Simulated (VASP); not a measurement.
A run of VASP 6.6.1:

File INCAR:

```
PREC     = Accurate       # precision mode
ENCUT    = 520            # plane-wave cutoff, eV
EDIFF    = 1E-6           # SCF threshold, eV
ISMEAR   = 0              # smearing method
SIGMA    = 0.1            # smearing width, eV
LREAL    = Auto         
LASPH    = True           # aspherical terms in the spheres
NELM     = 60             # most SCF steps
ALGO     = Fast           # electronic algorithm
ISIF     = 2              # what is computed and relaxed
LWAVE    = False          # write WAVECAR
LCHARG   = False          # write CHGCAR
GGA      = CA             # functional
NBANDS   = 78             # bands
```

File KPOINTS:

```
regular mesh
0
Gamma
  7 7 2
```

The input POSCAR:

```
Mg4Zn3S3
1.0
    5.2968478620      0.0000000000      0.0000000000
    0.0000000000      5.2968478620      0.0000000000
    0.0000000000      0.0000000000     16.1054051536
S Zn Mg
6 6 8
Direct
    0.2500000000      0.2500000000      0.0310454779
   -0.2500000000      0.7500000000      0.0310454779
   -0.2500000000      0.2500000000      0.1954886512
   -0.7500000000      0.7500000000      0.1954886512
   -0.7500000000      0.2500000000      0.3599318245
   -1.2500000000      0.7500000000      0.3599318245
   -0.5000000000      0.0000000000      0.1132670646
    0.0000000000      0.5000000000      0.1132670646
   -1.0000000000      0.0000000000      0.2777102379
   -0.5000000000      0.5000000000      0.2777102379
   -1.5000000000      0.0000000000      0.4421534112
   -1.0000000000      0.5000000000      0.4421534112
   -1.0000000000      0.5000000000      0.6097989919
   -0.5000000000      0.8373697476      0.6098300841
   -1.0000000000      0.0005611895      0.7067404541
   -0.5000000000      0.3379309371      0.7067715463
   -1.0000000000     -0.4988776211      0.8036819163
   -0.5000000000     -0.1615078735      0.8037130085
   -1.0000000000     -0.9983164316      0.9006233785
   -0.5000000000     -0.6609466840      0.9006544707
```

Potentials or basis: VASP PAW LDA potentials, release 64 (S, Zn, Mg).

Launch:

```sh
$ cat potpaw_LDA.64/S/POTCAR potpaw_LDA.64/Zn/POTCAR potpaw_LDA.64/Mg/POTCAR > POTCAR
$ mpirun -np 1 vasp_std > vasp.out
```

Hardware: 1 thread of Oxide Virtual Turin-like Processor (shared host).

Question: How long does it take, and how much memory?

Answer: Run time: 62 min on 1 thread of Oxide Virtual Turin-like Processor, with other jobs on the host, peak memory 1 GiB. Counts: scf iterations 17, k points 50.
